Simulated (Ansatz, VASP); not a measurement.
Sb: VASP beside Ansatz

```xyz
2
Lattice="3.3932 0.0000 0.0000 -1.6966 2.9386 0.0000 0.0000 0.0000 5.6431" Properties=species:S:1:pos:R:3 pbc="T T T"
Sb    0.0000    1.9590    1.4108
Sb    1.6966    0.9795    4.2323
```

Alike in both runs: task single point; functional r2SCAN; k mesh 12 × 12 × 7; occupations fermi-dirac, width 0.1 eV; no spin polarisation.

```csv
,VASP,Ansatz
version,VASP 6.6.1,Ansatz 0.2.0
potentials or method,"VASP PAW PBE potentials, release 64 (Sb), cutoff 520 eV","plane waves (500 eV) with PAW, scalar-relativistic"
valence electrons in the cell,10,30
```

Ansatz gave:

- pressure (GPa): -2.0

**Question.** Which values does VASP return?

**Answer.** Pressure (GPa): -2.1.

VASP's potentials were made for PBE, not for r2SCAN. The functional is the same, so the differences come from potentials, cutoffs and numerics. VASP's potentials hold 10 valence electrons a cell and Ansatz's 30, so a difference there can come from the potentials and not from the codes.

Neither program's run includes spin-orbit coupling.
